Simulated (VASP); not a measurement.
Input of a VASP 6.6.1 run:

The input INCAR:

```
PREC = Accurate
ENCUT = 520
EDIFF = 1E-6
ISMEAR = 1
SIGMA = 0.05
LREAL = F
LASPH = T
NELM = 100
ALGO = Normal
ISIF = 2
LWAVE = F
LCHARG = F
NBANDS = 16
```

KPOINTS

```
Automatic mesh
0
Gamma
  12 12 4
```

The input POSCAR:

```
SiC
1.0
    3.1559316072      0.0000000000      0.0000000000
   -1.5779658036      2.7331169423      0.0000000000
    0.0000000000      0.0000000000      5.1791751473
Si C
2 2
Direct
    0.3333333333      0.6666666667      0.0000000000
    0.6666666667      0.3333333333      0.5000000000
    0.3333333333      0.6666666667      0.3850000000
    0.6666666667      0.3333333333      0.8850000000
```

Potentials or basis: VASP PAW LDA potentials, release 64 (Si, C).

Command:

```sh
$ cat potpaw_LDA.64/Si/POTCAR potpaw_LDA.64/C/POTCAR > POTCAR
$ mpirun -np 1 vasp_std > vasp.out
```

(1) Predict the largest force.

(2) Predict the band gap on the k mesh.

## Answers

(1) 0.622 eV/Å.

(2) 2.33 eV, indirect (least direct gap 3.81 eV).
